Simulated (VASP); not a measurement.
# InP (rocksalt type) (Fm-3m) in VASP: notebook

The runs below take InP (rocksalt type) through single point, with PBE.

Program: VASP 6.6.1. These are calculated values, not measurements. Logs are shortened: lines on timing, memory, paths and dates and some standing lists are left out, and cuts for length are marked.

### 1 The cell of the first run

It takes space group Fm-3m (No. 225, cubic). The conventional cell has a = 4.538 Å, b = 4.538 Å, c = 4.538 Å, α = 90.00°, β = 90.00°, γ = 90.00°. In (site symmetry m-3m) has 6 P at 2.27 Å within 3.0 Å. Within 3.0 Å of P (site symmetry m-3m) lie 6 In at 2.27 Å.

### 2 Single point, PBE (11.68 Å³/atom)

POSCAR reads:

```
InP
1.0
    0.0000000000      2.2692173750      2.2692173750
    2.2692173750      0.0000000000      2.2692173750
    2.2692173750      2.2692173750      0.0000000000
In P
1 1
Direct
    0.0000000000      0.0000000000      0.0000000000
    0.5000000000      0.5000000000      0.5000000000
```

INCAR.step1 reads:

```
SYSTEM = InP
  PREC = Accurate
  ENCUT = 520
  EDIFF = 1E-6
  ISMEAR = -1
  SIGMA = 0.05
  LREAL = .False.
  LASPH = .True.
  NELM = 100
  ALGO = Normal
  ISIF = 2
  LWAVE = .False.
  LCHARG = .True.
  GGA = PE
  NBANDS = 16
```

KPOINTS.step1 reads:

```
regular mesh
0
Gamma
  13 13 13
  0 0 0
```

INCAR.step2 reads:

```
SYSTEM = InP
  PREC = Accurate
  ENCUT = 520
  EDIFF = 1E-6
  ISMEAR = -5
  SIGMA = 0.05
  LREAL = .False.
  LASPH = .True.
  NELM = 100
  ALGO = Normal
  ISIF = 2
  LWAVE = .False.
  LCHARG = .False.
  GGA = PE
  LORBIT = 11
  NBANDS = 16
  NEDOS = 1001
  ICHARG = 11
```

KPOINTS.step2 reads:

```
regular mesh
0
Gamma
  20 20 20
  0 0 0
```

Potentials or basis: VASP PAW PBE potentials, release 64 (In_d, P).

Launch:

```sh
> cat potpaw_PBE.64/In_d/POTCAR potpaw_PBE.64/P/POTCAR > POTCAR
> cp INCAR.step1 INCAR
> cp KPOINTS.step1 KPOINTS
> mpirun -np 1 vasp_std > vasp.out
> cp INCAR.step2 INCAR
> cp KPOINTS.step2 KPOINTS
> mpirun -np 1 vasp_std > vasp.out
```

OUTCAR:

```text
SYSTEM = InP
   PREC = Accurate
   ENCUT = 520
   EDIFF = 1E-6
   ISMEAR = -5
   LREAL = .False.
   LASPH = .True.
   NELM = 100
   ISIF = 2
   GGA = PE
   LORBIT = 11
   ICHARG = 11

 ion  position               nearest neighbor table
   1  0.000  0.000  0.000-   2 2.27   2 2.27   2 2.27   2 2.27   2 2.27   2 2.27
   2  0.500  0.500  0.500-   1 2.27   1 2.27   1 2.27   1 2.27   1 2.27   1 2.27

  LATTYP: Found a face centered cubic cell.
 ALAT       =     4.5384347500

  Lattice vectors:

 A1 = (   0.0000000000,   2.2692173750,   2.2692173750)
 A2 = (   2.2692173750,   0.0000000000,   2.2692173750)
 A3 = (   2.2692173750,   2.2692173750,   0.0000000000)

Analysis of symmetry for initial positions (statically):
=====================================================================
 Subroutine PRICEL returns:
 Original cell was already a primitive cell.

 Routine SETGRP: Setting up the symmetry group for a
 face centered cubic supercell.

 Subroutine GETGRP returns: Found 48 space group operations
 (whereof 48 operations were pure point group operations)
 out of a pool of 48 trial point group operations.

The static configuration has the point symmetry O_h .

Analysis of symmetry for dynamics (positions and initial velocities):
=====================================================================
 Subroutine PRICEL returns:
 Original cell was already a primitive cell.

 Routine SETGRP: Setting up the symmetry group for a
 face centered cubic supercell.

 Subroutine GETGRP returns: Found 48 space group operations
 (whereof 48 operations were pure point group operations)
 out of a pool of 48 trial point group operations.

The dynamic configuration has the point symmetry O_h .

 Subroutine INISYM returns: Found 48 space group operations
 (whereof 48 operations are pure point group operations),
 and found     1 'primitive' translations

----------------------------------------------------------------------------------------

                                     Primitive cell

  volume of cell :      23.3700

  direct lattice vectors                    reciprocal lattice vectors
     0.000000000  2.269217375  2.269217375    -0.220340284  0.220340284  0.220340284
     2.269217375  0.000000000  2.269217375     0.220340284 -0.220340284  0.220340284
     2.269217375  2.269217375  0.000000000     0.220340284  0.220340284 -0.220340284

  length of vectors
     3.209157988  3.209157988  3.209157988     0.381640566  0.381640566  0.381640566

  position of ions in fractional coordinates (direct lattice)
     0.000000000  0.000000000  0.000000000
     0.500000000  0.500000000  0.500000000

  ion indices of the primitive-cell ions
   primitive index   ion index
                 1           1
                 2           2

----------------------------------------------------------------------------------------

 KPOINTS: regular mesh

Automatic generation of k-mesh.
 Grid dimensions read from file:
 generate k-points for:   20   20   20

 Generating k-lattice:

  Cartesian coordinates                     Fractional coordinates (reciprocal lattice)
    -0.011017014  0.011017014  0.011017014     0.050000000  0.000000000  0.000000000
     0.011017014 -0.011017014  0.011017014     0.000000000  0.050000000  0.000000000
     0.011017014  0.011017014 -0.011017014     0.000000000  0.000000000  0.050000000

  Length of vectors
     0.019082028  0.019082028  0.019082028

  Shift w.r.t. Gamma in fractional coordinates (k-lattice)
     0.000000000  0.000000000  0.000000000

 TETIRR: Found   1093 inequivalent tetrahedra from    48000

 Subroutine IBZKPT returns following result:
 ===========================================

 Found    256 irreducible k-points:

 Following reciprocal coordinates:
            Coordinates               Weight
  0.000000  0.000000  0.000000      1.000000
  0.050000  0.000000  0.000000      8.000000
  0.100000  0.000000  0.000000      8.000000
  0.150000  0.000000  0.000000      8.000000
  0.200000  0.000000  0.000000      8.000000
  0.250000  0.000000  0.000000      8.000000
[... 16 lines left out ...]
 -0.400000  0.050000  0.000000     24.000000
 -0.350000  0.050000  0.000000     24.000000
 [... further k-points ...]
   k-points           NKPTS =    256   k-points in BZ     NKDIM =    256   number of bands    NBANDS=     16
   number of dos      NEDOS =   1001   number of ions     NIONS =      2
   total plane-waves  NPLWV =  13824
   dimension x,y,z NGX =    24 NGY =   24 NGZ =   24
   dimension x,y,z NGXF=    48 NGYF=   48 NGZF=   48
   ions per type =               1   1
   NGX,Y,Z   is equivalent  to a cutoff of  12.43, 12.43, 12.43 a.u.
   NGXF,Y,Z  is equivalent  to a cutoff of  24.87, 24.87, 24.87 a.u.
 SYSTEM =  InP
   PREC   = accura    normal or accurate (medium, high low for compatibility)
   ISTART =      0    job   : 0-new  1-cont  2-samecut
   ICHARG =     11    charge: 1-file 2-atom 10-const
   ISPIN  =      1    spin polarized calculation?
   LNONCOLLINEAR =      F non collinear calculations
   LSORBIT =      F    spin-orbit coupling
   LASPH  =      T    aspherical Exc in radial PAW
   ENCUT  =  520.0 eV  38.22 Ry    6.18 a.u.   5.97  5.97  5.97*2*pi/ulx,y,z
   NELM   =    100;   NELMIN=  2; NELMDL=  0     # of ELM steps
   EDIFF  = 0.1E-05   stopping-criterion for ELM
   LREAL  =      F    real-space projection
   EDIFFG = 0.1E-04   stopping-criterion for IOM
   NSW    =      0    number of steps for IOM
   IBRION =     -1    ionic relax: 0-MD 1-quasi-New 2-CG
   NFREE  =      0    steps in history (QN), initial steepest desc. (CG)
   ISIF   =      2    stress and relaxation
   ISYM   =      2    0-nonsym 1-usesym 2-fastsym
   POTIM  = 0.5000    time-step for ionic-motion
   TEBEG  =    0.0;   TEEND  =   0.0 temperature during run
   PSTRESS=    0.0 pullay stress
   NELECT =      18.0000    total number of electrons
   NUPDOWN=      -1.0000    fix difference up-down
   EMIN   =  10.00;   EMAX   =-10.00  energy-range for DOS
   EFERMI =   0.00;   METHOD = LEGACY
   ISMEAR =    -5;   SIGMA  =   0.05  broadening in eV -4-tet -1-fermi 0-gaus
   EFERMI_NEDOS =   21; number of points for ismear=-14 and -15
   IALGO  =     38    algorithm
   IMIX   =      4    mixing-type and parameters
     AMIX     =   0.40;   BMIX     =  1.00
     AMIX_MAG =   1.60;   BMIX_MAG =  1.00
  volume/ion in A,a.u.               =      11.68        78.85
  Fermi-wavevector in a.u.,A,eV,Ry     =   1.500651  2.835818 30.639667  2.251952
  Thomas-Fermi vector in A             =   2.612123
   LORBIT       =     11    0 simple, 1 ext, 2 COOP (PROOUT), +10 PAW based schemes
   GGA     = PE    functional components
   LHFCALC =     F    Hartree Fock is set to
   AEXX    =    0.0000 exact exchange contribution
   IVDW    =     0    specifies the selected vdW correction
   LEPSILON=     F    determine dielectric tensor
   LRPA    =     F    only Hartree local field effects (RPA)
 non-spin polarized calculation
 Fermi weights with tetrahedron method with Bloechl corrections
  energy-cutoff  :      520.00
  volume of cell :       23.37
 maximum number of plane-waves:       642

 number of electron      17.9999991 magnetization

 Free energy of the ion-electron system (eV)
  ---------------------------------------------------
  ext. energy  EPLUGINS =         0.00000000
  ---------------------------------------------------
  free energy    TOTEN  =        -1.85297245 eV

  energy without entropy =       -1.85297245  energy(sigma->0) =       -1.85297245

 E-fermi :  17.3241     XC(G=0): -13.4387

 val. band max:       17.4256812200   @ k =   0.4000   0.0000   0.0000
 cond. band min:      17.3185636160   @ k =   0.4500   0.3000   0.0000
 fundamental gap:     -0.1071176040
 Fermi energy:        17.3240997901

 k-point     1 :       0.0000    0.0000    0.0000
  band No.  band energies     occupation
      1      -1.2299      2.00000
      2       0.7736      2.00000
      3       0.7736      2.00000
      4       0.8342      2.00000
      5       0.8342      2.00000
      6       0.8342      2.00000
[... 8 lines left out ...]
     15      29.2801      0.00000
     16      29.2802      0.00000

 k-point     2 :       0.0500    0.0000    0.0000
  band No.  band energies     occupation
      1      -1.1747      2.00000
      2       0.7662      2.00000
      3       0.7662      2.00000
      4       0.8303      2.00000
      5       0.8436      2.00000
      6       0.8436      2.00000
[... 8 lines left out ...]
     15      28.2417      0.00000
     16      28.2417      0.00000

 k-point     3 :       0.1000    0.0000    0.0000
  band No.  band energies     occupation
      1      -1.0107      2.00000
      2       0.7396      2.00000
      3       0.7396      2.00000
      4       0.8205      2.00000
      5       0.8765      2.00000
      6       0.8765      2.00000
[... 8 lines left out ...]
     15      27.1839      0.00000
     16      27.1839      0.00000

 k-point     4 :       0.1500    0.0000    0.0000
  band No.  band energies     occupation
      1      -0.7448      2.00000
      2       0.6946      2.00000
      3       0.6946      2.00000
      4       0.8118      2.00000
      5       0.9323      2.00000
      6       0.9323      2.00000
[... 8 lines left out ...]
     15      26.4992      0.00000
     16      27.4275      0.00000
[... 324 lines left out ...]
 k-point    22 :      -0.4500    0.0500    0.0000
  band No.  band energies     occupation
      1       0.3440      2.00000
      2       0.3864      2.00000
      3       0.4005      2.00000
      4       1.3217      2.00000
      5       1.3531      2.00000
      6       3.2416      2.00000
[... 8 lines left out ...]
     15      28.8884      0.00000
     16      33.2923      0.00000

 k-point    23 :      -0.4000    0.0500    0.0000
  band No.  band energies     occupation
      1       0.3573      2.00000
      2       0.4004      2.00000
      3       0.4163      2.00000
      4       1.2922      2.00000
      5       1.3119      2.00000
      6       2.7065      2.00000
[... 8 lines left out ...]
     15      28.6972      0.00000
     16      32.4001      0.00000

 k-point    24 :      -0.3500    0.0500    0.0000
  band No.  band energies     occupation
      1       0.3512      2.00000
      2       0.4317      2.00000
      3       0.4550      2.00000
      4       1.2256      2.00000
      5       1.2493      2.00000
      6       2.0653      2.00000
[... 8 lines left out ...]
     15      28.2326      0.00000
     16      31.2954      0.00000

 [... further k-points ...]
[... 5 lines left out ...]
  --------------------------------------------------------------------------------------
  -------------------------------------------------------------------------------------
  Total       25.4611985     25.4611985     25.4611985     -0.0000000     -0.0000000     -0.0000000
  in kB     1745.5453185   1745.5453185   1745.5453185     -0.0000000     -0.0000000     -0.0000000
  external PRESSURE =    1745.5453185 kB  Pullay stress =       0.0000000 kB

 VOLUME and BASIS-vectors are now :
 -----------------------------------------------------------------------------
  energy-cutoff  :      520.00
  volume of cell :       23.37
      direct lattice vectors                 reciprocal lattice vectors
     0.000000000  2.269217375  2.269217375    -0.220340284  0.220340284  0.220340284
     2.269217375  0.000000000  2.269217375     0.220340284 -0.220340284  0.220340284
     2.269217375  2.269217375  0.000000000     0.220340284  0.220340284 -0.220340284

 POSITION                                       TOTAL-FORCE (eV/Angst)
 -----------------------------------------------------------------------------------
      0.00000      0.00000      0.00000         0.000000      0.000000     -0.000000
      2.26922      2.26922      2.26922        -0.000000     -0.000000      0.000000
 -----------------------------------------------------------------------------------
    total drift:                                0.000000     -0.000000     -0.000000

  FREE ENERGIE OF THE ION-ELECTRON SYSTEM (eV)
  ---------------------------------------------------
  free  energy   TOTEN  =        -1.8529724512 eV

  energy  without entropy=       -1.8529724512  energy(sigma->0) =       -1.85297245

 total charge

# of ion       s       p       d       tot
------------------------------------------
    1        0.983   1.404  10.150  12.537
    2        1.083   1.846   0.000   2.929
--------------------------------------------------
tot          2.066   3.250  10.150  15.466
```

Wall time 68 s (1 thread of Intel Xeon 8259CL, shared host); peak memory 0.21 GiB.

Results:

- Valence electrons inside the program's atomic spheres: In 12.54; P 2.93

Caveat: spin-orbit coupling is left out, which moves the levels of the heavy elements.

### 3 Single point, PBE (13.60 Å³/atom)

This run uses another cell than the first one, of 13.60 Å³/atom.

POSCAR reads:

```
InP
1.0
    0.0000000000      2.3867954158      2.3867954158
    2.3867954158      0.0000000000      2.3867954158
    2.3867954158      2.3867954158      0.0000000000
In P
1 1
Direct
    0.0000000000      0.0000000000      0.0000000000
    0.5000000000      0.5000000000      0.5000000000
```

INCAR.step1 reads:

```
SYSTEM = InP
ALGO = Normal
EDIFF = 1E-6
ENCUT = 520
GGA = PE
ISIF = 2
ISMEAR = -1
LASPH = .TRUE.
LCHARG = .TRUE.
LREAL = .FALSE.
LWAVE = .FALSE.
NBANDS = 16
NELM = 100
PREC = Accurate
SIGMA = 0.05
```

KPOINTS.step1 reads:

```
k-points
0
G
  13 13 13
  0 0 0
```

INCAR.step2 reads:

```
SYSTEM = InP
ALGO = Normal
EDIFF = 1E-6
ENCUT = 520
GGA = PE
ICHARG = 11
ISIF = 2
ISMEAR = -5
LASPH = .TRUE.
LCHARG = .FALSE.
LORBIT = 11
LREAL = .FALSE.
LWAVE = .FALSE.
NEDOS = 1001
NELM = 100
PREC = Accurate
SIGMA = 0.05
```

KPOINTS.step2 reads:

```
k-points
0
G
  20 20 20
  0 0 0
```

Potentials or basis: VASP PAW PBE potentials, release 64 (In_d, P).

Launch:

```sh
> cat potpaw_PBE.64/In_d/POTCAR potpaw_PBE.64/P/POTCAR > POTCAR
> cp INCAR.step1 INCAR
> cp KPOINTS.step1 KPOINTS
> mpirun -np 1 vasp_std > vasp.out
> cp INCAR.step2 INCAR
> cp KPOINTS.step2 KPOINTS
> mpirun -np 1 vasp_std > vasp.out
```

It took 1.9 min on 1 thread of Intel Xeon 8259CL, shared host; peak memory 0.23 GiB.

Results (log left out):

```yaml
Valence_electrons_inside_the_program's_atomic_spheres: In 12.08; P 2.77
```

Levels at points of the mesh, in eV from the Fermi level:
| k point | band 6 | band 7 | band 8 | band 9 | band 10 | band 11 | band 12 | band 13 |
| --- | --- | --- | --- | --- | --- | --- | --- | --- |
| (0.00, 0.00, 0.00) | -15.51 | -0.91 | -0.91 | -0.91 | 5.08 | 6.99 | 6.99 | 6.99 |
| (0.50, 0.00, 0.00) | -12.68 | -9.56 | 0.33 | 0.33 | 2.24 | 2.86 | 2.86 | 8.93 |
| (0.50, 0.50, 0.00) | -9.42 | -8.54 | -4.34 | -4.34 | -1.97 | 2.65 | 13.89 | 13.99 |

Caveat: spin-orbit coupling is left out, which moves the levels of the heavy elements.

(Continued in part 2 of 2.)
